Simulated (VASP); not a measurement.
Crystal: B5W2.

```xyz
7
Lattice="1.5055 0.8692 6.9767 -1.5055 0.8692 6.9767 0.0000 -1.7384 6.9767" Properties=species:S:1:pos:R:3 pbc="T T T"
B     0.0000    0.0000    3.8930
B     0.0000    0.0000   17.0370
B     0.0000    0.0000    6.9697
B     0.0000    0.0000   13.9603
B     0.0000    0.0000   10.4650
W     0.0000    0.0000    1.5698
W     0.0000    0.0000   19.3603
```

| Property | Result |
| --- | --- |
| Program | VASP 6.6.1 |
| Task | relaxation of cell and atoms |
| Functional | PBE |
| Potentials or basis | VASP PAW PBE potentials, release 64 (B, W_sv) |
| Cutoff | 600 eV |
| k mesh | 6 × 6 × 6 |
| Occupations | gaussian, width 0.1 eV |
| Spin | no spin polarisation |

At the start: pressure 29.3 GPa; volume 7.83 Å³/atom.

Where does the relaxation end?

Over 9 steps the energy falls by 59.3 meV/atom and the volume is 8.48 Å³/atom (+8.4 %); space group R-3m (No. 166, to 0.1 Å) before and after.

The path:
```
step  energy change (eV)  largest force (eV/Å)  pressure (GPa)  volume (Å³)
   1              0.0000                0.4220           29.33        54.78
   2              0.3686                0.1382          -29.60        66.93
   3             -0.4018                0.2710           -1.15        59.52
   4             -0.4022                0.2744           -0.42        59.39
   5             -0.4021                0.2768            0.08        59.29
   6             -0.4120                0.1555            0.35        59.24
   7             -0.4142                0.0679            0.59        59.20
   8             -0.4148                0.0313           -0.79        59.46
   9             -0.4149                0.0400           -0.44        59.39
```

Final structure:
```xyz
7
Lattice="1.5533 0.8968 7.1055 -1.5533 0.8968 7.1055 0.0000 -1.7936 7.1055" Properties=species:S:1:pos:R:3 pbc="T T T"
B     0.0000    0.0000    3.9461
B     0.0000    0.0000   17.3704
B     0.0000    0.0000    7.0663
B     0.0000    0.0000   14.2502
B     0.0000    0.0000   10.6583
W     0.0000    0.0000    1.6140
W     0.0000    0.0000   19.7026
```

Caveat: the k points lie up to 0.39 Å⁻¹ apart in the final cell, too coarse for converged energies and pressures of a metal.
